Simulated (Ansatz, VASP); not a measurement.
## Two plane-wave programs on Pt

Contents of INCAR:

```
PREC = Accurate ; ENCUT = 400
EDIFF = 1E-6 ; ISMEAR = 1
SIGMA = 0.1 ; LREAL = False
LASPH = True ; NELM = 120
ALGO = Normal ; ISIF = 2
LWAVE = False ; LCHARG = False
LDIPOL = True ; IDIPOL = 3
DIPOL = 0.5 0.5 0.319 ; GGA = PE
NBANDS = 22 ; GGA_COMPAT = False
NELMDL = -8
```

Contents of KPOINTS:

```
regular mesh
0
Gamma
  15 15 1
```

File POSCAR:

```
Pt
1.0
    2.9094746971      0.0000000000      0.0000000000
   -1.4547373485      2.5196789993      0.0000000000
    0.0000000000      0.0000000000     28.7840566379
Pt
3
Direct
    0.0000000000      0.0000000000      0.2431901830
    0.6666666667      0.3333333333      0.3189363618
    0.3333333333      0.6666666667      0.3949111247
```

Input for Ansatz:

```yaml
crystal:
  lattice:
    - [2.9094746971, 0.0, 0.0]
    - [-1.4547373485, 2.5196789993, 0.0]
    - [0.0, 0.0, 28.7840566379]
  atoms:
    - { symbol: Pt, position: [0.0, 0.0, 0.243190183] }
    - { symbol: Pt, position: [0.6666666667, 0.3333333333, 0.3189363618] }
    - { symbol: Pt, position: [0.3333333333, 0.6666666667, 0.3949111247] }
basis:
  ecutwfc: 420
kpoints:
  mp_grid: { grid: [15, 15, 1] }
hamiltonian:
  xc: pbe
  pseudopotentials: { kind: paw, azcp: { folder: soft_1 } }
scf:
  occupations: { method: methfessel_paxton, width: 0.1 }
  n_extra_bands: 8
  max_iter: 160
output:
  forces: true
  eigenvalues: true
  write_density: true
  write_potential: true
  elf: true
  volumetric_format: npy
efield:
  axis: 3
  dipole_correction: true
```

Alike in both runs: task single point; functional PBE; k mesh 15 × 15 × 1; occupations methfessel-paxton of order 1, width 0.1 eV; no spin polarisation.

|  | VASP | Ansatz |
| --- | --- | --- |
| version | VASP 6.6.1 | Ansatz 0.2.0 |
| potentials or method | VASP PAW PBE potentials, release 64 (Pt), cutoff 400 eV | scalar-relativistic, plane waves, PAW |
| valence electrons in the cell | 30 | 54 |

VASP gave:

| Item | Value |
| --- | --- |
| gap on the k mesh at the Fermi level (eV) | none |
| rms of the force components (eV/Å) | 0.025 |

Question: Which values does Ansatz return?

Answer: gap on the k mesh at the Fermi level (eV): none; rms of the force components (eV/Å): 0.018.

Atom by atom the forces differ by 0.010 eV/Å (rms over components). A gap of «none» marks a metal or a gap that the smearing closes. The functional is the same, so the differences come from potentials, cutoffs and numerics. VASP's potentials hold 30 valence electrons a cell and Ansatz's 54, so a difference there can come from the potentials and not from the codes. Ansatz's warnings: xc potential rough in thin density.

Neither program's run includes spin-orbit coupling.
